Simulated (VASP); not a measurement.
Input of a VASP 6.6.1 run:

File INCAR:

```
SYSTEM = ZnAu
PREC = Accurate
ENCUT = 520
EDIFF = 1E-7
ISMEAR = 0
SIGMA = 0.1
LREAL = .False.
LASPH = .True.
NELM = 100
ALGO = Normal
ISIF = 2
LWAVE = .False.
LCHARG = .True.
GGA = PS
LELF = .True.
LVHAR = .True.
NBANDS = 18
```

The input KPOINTS:

```
regular mesh
0
Gamma
  14 14 14
  0 0 0
```

The input POSCAR:

```
ZnAu
1.0
    3.1895412308      0.0000000000      0.0000000000
    0.0000000000      3.1895412308      0.0000000000
    0.0000000000      0.0000000000      3.1895412308
Zn Au
1 1
Direct
    0.5000000000      0.5000000000      0.5000000000
    0.0000000000      0.0000000000      0.0000000000
```

Potentials or basis: VASP PAW PBE potentials, release 64 (Zn, Au).

Run with:

```sh
$ cat potpaw_PBE.64/Zn/POTCAR potpaw_PBE.64/Au/POTCAR > POTCAR
$ mpirun -np 1 vasp_std > vasp.out
```

(1) Predict the band gap on the k mesh.

(2) What does it give for the pressure?

## Answers

(1) zero (an odd number of electrons rules out a gap without spin polarisation).

(2) -6.9 GPa.

Caveat: the cell stands under tension; the PAW data sets were made with another functional, which shifts forces and pressure a little; spin-orbit coupling is left out, which moves the levels of the heavy elements.
